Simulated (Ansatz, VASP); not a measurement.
## LiF in VASP and in Ansatz

```
CELL_PARAMETERS angstrom
2.55526 0.00000 0.00000
0.00000 2.55526 0.00000
0.00000 0.00000 2.51626
ATOMIC_POSITIONS crystal
Li 0.00000 0.00000 0.00000
F 0.50000 0.50000 0.50000
```

Change from the starting cell: biaxial_xy strain +1.6%.

Alike in both runs: task single point; functional PBE; k mesh 10 × 10 × 10; occupations fermi-dirac, width 0.02 eV; no spin polarisation.

|  | VASP | Ansatz |
| --- | --- | --- |
| version | VASP 6.6.1 | Ansatz 0.2.0 |
| potentials or method | VASP PAW PBE potentials, release 64 (Li_sv, F) | plane waves, PAW |
| plane-wave cutoff (eV) | 520 | 420 |
| valence electrons in the cell | 10 | 10 |

```csv
,VASP,Ansatz,Ansatz less VASP
gap on the k mesh at the Fermi level (eV),7.61,7.60,-0.008
```

With one functional, cell and mesh, what is left measures potentials, basis and numerics.

Noted on VASP's run: the cutoff is under 1.25 times that of the potentials, so the pressure is a little rough.
